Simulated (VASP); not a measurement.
# Tl (Fm-3m) in VASP: a series of runs, part 2 of 2

VASP 6.6.1. Earlier steps stand in the parts before.

## Step 3: Single point, r2SCAN0

The input, POSCAR:

```
Tl
1.0
    0.0000000000      2.4633505600      2.4633505600
    2.4633505600      0.0000000000      2.4633505600
    2.4633505600      2.4633505600      0.0000000000
Tl
1
Direct
    0.0000000000      0.0000000000      0.0000000000
```

The input, INCAR.step1:

```
ALGO     = Normal         # electronic algorithm
EDIFF    = 1E-5           # SCF threshold, eV
ENCUT    = 520            # plane-wave cutoff, eV
GGA      = PE             # functional
ISIF     = 2              # what is computed and relaxed
ISMEAR   = -1             # smearing method
LASPH    = True           # aspherical terms in the spheres
LREAL    = False          # projectors in reciprocal space
LWAVE    = True           # write WAVECAR
NBANDS   = 12             # bands
NELM     = 80             # most SCF steps
PREC     = Accurate       # precision mode
SIGMA    = 0.1            # smearing width, eV
```

The input, INCAR.step2:

```
AEXX     = 0.25           # exact-exchange fraction
ALGO     = Normal         # electronic algorithm
EDIFF    = 1E-6           # SCF threshold, eV
ENCUT    = 520            # plane-wave cutoff, eV
ISIF     = 2              # what is computed and relaxed
ISMEAR   = -1             # smearing method
ISTART   = 1            
LASPH    = True           # aspherical terms in the spheres
LCHARG   = True           # write CHGCAR
LELF     = True           # ELF
LHFCALC  = True           # exact exchange
LMIXTAU  = True         
LREAL    = False          # projectors in reciprocal space
LVHAR    = True         
LWAVE    = False          # write WAVECAR
METAGGA  = R2SCAN         # meta-GGA
NBANDS   = 12             # bands
NELM     = 80             # most SCF steps
PREC     = Accurate       # precision mode
PRECFOCK = Normal       
SIGMA    = 0.1            # smearing width, eV
```

The input, KPOINTS:

```
k-points
0
Gamma
  6 6 6
```

Potentials or basis: VASP PAW PBE potentials, release 64 (Tl_d).

Started as:

```console
$ cat potpaw_PBE.64/Tl_d/POTCAR > POTCAR
$ cp INCAR.step1 INCAR
$ mpirun -np 1 vasp_std > vasp.out
$ cp INCAR.step2 INCAR
$ mpirun -np 1 vasp_std > vasp.out
```

OUTCAR:

```text
AEXX = 0.25
   EDIFF = 1E-6
   ENCUT = 520
   ISIF = 2
   ISMEAR = -1
   ISTART = 1
   LASPH = True
   LHFCALC = True
   LREAL = False
   METAGGA = R2SCAN
   NELM = 80
   PREC = Accurate
   PRECFOCK = Normal

 ion  position               nearest neighbor table
   1  0.000  0.000  0.000-

  LATTYP: Found a face centered cubic cell.
 ALAT       =     4.9267011200

  Lattice vectors:

 A1 = (   0.0000000000,   2.4633505600,   2.4633505600)
 A2 = (   2.4633505600,   0.0000000000,   2.4633505600)
 A3 = (   2.4633505600,   2.4633505600,   0.0000000000)

Analysis of symmetry for initial positions (statically):
=====================================================================
 Subroutine PRICEL returns:
 Original cell was already a primitive cell.

 Routine SETGRP: Setting up the symmetry group for a
 face centered cubic supercell.

 Subroutine GETGRP returns: Found 48 space group operations
 (whereof 48 operations were pure point group operations)
 out of a pool of 48 trial point group operations.

The static configuration has the point symmetry O_h .

Analysis of symmetry for dynamics (positions and initial velocities):
=====================================================================
 Subroutine PRICEL returns:
 Original cell was already a primitive cell.

 Routine SETGRP: Setting up the symmetry group for a
 face centered cubic supercell.

 Subroutine GETGRP returns: Found 48 space group operations
 (whereof 48 operations were pure point group operations)
 out of a pool of 48 trial point group operations.

The dynamic configuration has the point symmetry O_h .

 Subroutine INISYM returns: Found 48 space group operations
 (whereof 48 operations are pure point group operations),
 and found     1 'primitive' translations

----------------------------------------------------------------------------------------

                                     Primitive cell

  volume of cell :      29.8957

  direct lattice vectors                    reciprocal lattice vectors
     0.000000000  2.463350560  2.463350560    -0.202975576  0.202975576  0.202975576
     2.463350560  0.000000000  2.463350560     0.202975576 -0.202975576  0.202975576
     2.463350560  2.463350560  0.000000000     0.202975576  0.202975576 -0.202975576

  length of vectors
     3.483703771  3.483703771  3.483703771     0.351564011  0.351564011  0.351564011

  position of ions in fractional coordinates (direct lattice)
     0.000000000  0.000000000  0.000000000

  ion indices of the primitive-cell ions
   primitive index   ion index
                 1           1

----------------------------------------------------------------------------------------

 KPOINTS: k-points

Automatic generation of k-mesh.
 Grid dimensions read from file:
 generate k-points for:    6    6    6

 Generating k-lattice:

  Cartesian coordinates                     Fractional coordinates (reciprocal lattice)
    -0.033829263  0.033829263  0.033829263     0.166666667  0.000000000  0.000000000
     0.033829263 -0.033829263  0.033829263     0.000000000  0.166666667  0.000000000
     0.033829263  0.033829263 -0.033829263     0.000000000  0.000000000  0.166666667

  Length of vectors
     0.058594002  0.058594002  0.058594002

[... 33 lines left out ...]
   NGXF,Y,Z  is equivalent  to a cutoff of  26.72, 26.72, 26.72 a.u.
 SYSTEM =  unknown system
   PREC   = accura    normal or accurate (medium, high low for compatibility)
   ISTART =      1    job   : 0-new  1-cont  2-samecut
   ICHARG =      0    charge: 1-file 2-atom 10-const
   ISPIN  =      1    spin polarized calculation?
   LNONCOLLINEAR =      F non collinear calculations
   LSORBIT =      F    spin-orbit coupling
   LASPH  =      T    aspherical Exc in radial PAW
   ENCUT  =  520.0 eV  38.22 Ry    6.18 a.u.   6.48  6.48  6.48*2*pi/ulx,y,z
   NELM   =     80;   NELMIN=  2; NELMDL=  0     # of ELM steps
   EDIFF  = 0.1E-05   stopping-criterion for ELM
   LREAL  =      F    real-space projection
   EDIFFG = 0.1E-04   stopping-criterion for IOM
   NSW    =      0    number of steps for IOM
   IBRION =     -1    ionic relax: 0-MD 1-quasi-New 2-CG
   NFREE  =      0    steps in history (QN), initial steepest desc. (CG)
   ISIF   =      2    stress and relaxation
   ISYM   =      3    0-nonsym 1-usesym 2-fastsym
   POTIM  = 0.5000    time-step for ionic-motion
   TEBEG  =    0.0;   TEEND  =   0.0 temperature during run
   PSTRESS=    0.0 pullay stress
   NELECT =      13.0000    total number of electrons
   NUPDOWN=      -1.0000    fix difference up-down
   EMIN   =  10.00;   EMAX   =-10.00  energy-range for DOS
   EFERMI =   0.00;   METHOD = LEGACY
   ISMEAR =    -1;   SIGMA  =   0.10  broadening in eV -4-tet -1-fermi 0-gaus
   EFERMI_NEDOS =   21; number of points for ismear=-14 and -15
   IALGO  =     38    algorithm
   IMIX   =      1    mixing-type and parameters
     AMIX     =   0.40;   BMIX     =  1.00
     AMIX_MAG =   1.60;   BMIX_MAG =  1.00
  volume/ion in A,a.u.               =      29.90       201.75
  Fermi-wavevector in a.u.,A,eV,Ry     =   1.240280  2.343789 20.929766  1.538294
  Thomas-Fermi vector in A             =   2.374727
   LORBIT       =      0    0 simple, 1 ext, 2 COOP (PROOUT), +10 PAW based schemes
   METAGGA = R2SCAN    functional components
   LHFCALC =     T    Hartree Fock is set to
   PRECFOCK=normal    Normal, Fast or Accurate (Low or Medium for compatibility)
   ENCUT4O =  -1.0   cutoff for four orbital integrals eV
   NKREDX  =     1    reduce k-point grid by
   NKREDY  =     1    reduce k-point grid by
   NKREDZ  =     1    reduce k-point grid by
   AEXX    =    0.2500 exact exchange contribution
   HFSCREEN=    0.0000 screening length (either q_TF or 0.3 A-1)
   HFSCREENC=   0.0000 screening length for correlation (either q_TF or 0.3 A-1)
   ENCUTFOCK=  -1.0 apply spherical cutoff to Coloumb kernel
   IVDW    =     0    specifies the selected vdW correction
   LEPSILON=     F    determine dielectric tensor
   LRPA    =     F    only Hartree local field effects (RPA)
 non-spin polarized calculation
  energy-cutoff  :      520.00
  volume of cell :       29.90
 maximum number of plane-waves:       821
 NGX is ok and might be reduce to    28
  NGX = 20; NGY = 20; NGZ = 20

 number of electron      12.9999999 magnetization

 Free energy of the ion-electron system (eV)
  ---------------------------------------------------
  ext. energy  EPLUGINS =         0.00000000
  ---------------------------------------------------
  free energy    TOTEN  =       -41.35918181 eV

  energy without entropy =      -41.34477692  energy(sigma->0) =      -41.35197936

 E-fermi :   5.8276     XC(G=0):  -8.2663

 val. band max:        5.7380468352   @ k =   0.5000   0.3333   0.0000
 cond. band min:       6.3642187893   @ k =  -0.3333   0.3333   0.0000
 fundamental gap:      0.6261719542
 Fermi energy:         5.8275837418

 k-point     1 :       0.0000    0.0000    0.0000
  band No.  band energies     occupation
      1      -8.0402      2.00000
      2      -8.0402      2.00000
      3      -8.0402      2.00000
      4      -7.7758      2.00000
      5      -7.7758      2.00000
      6      -5.6308      2.00000
      7      17.3882      0.00000
      8      17.3882      0.00000
      9      17.3882      0.00000
     10      18.4566      0.00000
     11      21.5998      0.00000
     12      22.3543      0.00000
[... 211 lines left out ...]
 k-point    16 :      -0.3333    0.5000    0.1667
  band No.  band energies     occupation
      1      -8.1815      2.00000
      2      -8.1346      2.00000
      3      -7.7374      2.00000
      4      -7.6583      2.00000
      5      -7.4752      2.00000
      6       1.5602      2.00000
      7       4.9553      1.99967
      8       8.4010      0.00000
      9       9.1430      0.00000
     10      18.3535      0.00000
     11      19.1253      0.00000
     12      24.4049      0.00000

------------------------ aborting loop because EDIFF is reached ----------------------------------------

  FORCE on cell =-STRESS in cart. coord.  units (eV):
  Direction    XX          YY          ZZ          XY          YZ          ZX
  --------------------------------------------------------------------------------------
  -------------------------------------------------------------------------------------
  Total       -0.0646340     -0.0646340     -0.0646340      0.0000000     -0.0000000      0.0000000
  in kB       -3.4638829     -3.4638829     -3.4638829      0.0000000     -0.0000000      0.0000000
  external PRESSURE =      -3.4638829 kB  Pullay stress =       0.0000000 kB

 VOLUME and BASIS-vectors are now :
 -----------------------------------------------------------------------------
  energy-cutoff  :      520.00
  volume of cell :       29.90
      direct lattice vectors                 reciprocal lattice vectors
     0.000000000  2.463350560  2.463350560    -0.202975576  0.202975576  0.202975576
     2.463350560  0.000000000  2.463350560     0.202975576 -0.202975576  0.202975576
     2.463350560  2.463350560  0.000000000     0.202975576  0.202975576 -0.202975576

 POSITION                                       TOTAL-FORCE (eV/Angst)
 -----------------------------------------------------------------------------------
      0.00000      0.00000      0.00000         0.000000      0.000000     -0.000000
 -----------------------------------------------------------------------------------
    total drift:                                0.000000      0.000000     -0.000000

  FREE ENERGIE OF THE ION-ELECTRON SYSTEM (eV)
  ---------------------------------------------------
  free  energy   TOTEN  =       -41.3591818062 eV

  energy  without entropy=      -41.3447769207  energy(sigma->0) =      -41.35197936
```

It took 16 min on 1 thread of Intel Xeon Platinum 8488C (Sapphire Rapids), shared host; peak memory 0.17 GiB.

What came out:

- Free energy: -41.3592 eV
- Pressure: -0.3 GPa
- Band gap on the k mesh: zero (an odd number of electrons rules out a gap without spin polarisation)

Levels at points of the mesh, in eV from the Fermi level:
| k point | band 2 | band 3 | band 4 | band 5 | band 6 | band 7 | band 8 | band 9 | band 10 | band 11 |
| --- | --- | --- | --- | --- | --- | --- | --- | --- | --- | --- |
| (0.00, 0.00, 0.00) | -13.87 | -13.87 | -13.60 | -13.60 | -11.46 | 11.56 | 11.56 | 11.56 | 12.63 | 15.77 |
| (0.50, 0.00, 0.00) | -13.85 | -13.85 | -13.37 | -13.37 | -6.33 | -3.31 | 9.43 | 9.43 | 11.98 | 13.87 |
| (0.50, 0.50, 0.00) | -14.09 | -13.38 | -13.30 | -13.30 | -4.36 | -2.08 | 5.08 | 5.08 | 8.70 | 10.12 |

Caveat: the k points lie up to 0.37 Å⁻¹ apart, too coarse for converged energies and pressures of a metal; the PAW data sets were made with another functional, which shifts forces and pressure a little; spin-orbit coupling is left out, which moves the levels of the heavy elements.
